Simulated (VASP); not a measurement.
**NaF: single point with PBE**

NaF:

```
Na F
1.0
     3.22965    0.00000    0.00000
    -1.61483    2.79696    0.00000
     0.00000    0.00000    5.65892
Na F
2 2
Direct
  0.00000 0.00000 0.00000
  0.00000 0.00000 0.50000
  0.33333 0.66667 0.25000
  0.66667 0.33333 0.75000
```

```json
{"Program": "VASP 6.6.1", "Task": "single point", "Functional": "PBE", "Potentials or basis": "VASP PAW PBE potentials, release 64 (Na_pv, F)", "Cutoff": "520 eV", "k mesh": "6 × 6 × 2", "Occupations": "gaussian, width 0.01 eV", "Spin": "no spin polarisation"}
```

| Quantity | Value |
| --- | --- |
| Pressure | 0.9 GPa |
| Band gap on the k mesh | 6.08 eV |

Levels at points of the mesh, in eV from the valence-band top:
| k point | band 12 | band 13 | band 14 | band 15 | band 16 | band 17 |
| --- | --- | --- | --- | --- | --- | --- |
| (0.00, 0.00, 0.00) | -0.19 | 0.00 | 0.00 | 6.08 | 10.53 | 11.66 |
| (0.50, 0.00, 0.00) | -0.53 | -0.36 | -0.27 | 10.55 | 11.95 | 13.45 |
| (0.00, 0.00, 0.50) | -0.09 | -0.09 | -0.09 | 7.81 | 7.81 | 14.51 |
| (0.50, 0.00, 0.50) | -0.50 | -0.32 | -0.32 | 11.52 | 11.52 | 12.60 |

It took 21 s on 1 thread of Intel Xeon 8259CL, on a shared host, peak memory 0.15 GiB.

Caveat: the k points lie up to 0.56 Å⁻¹ apart.
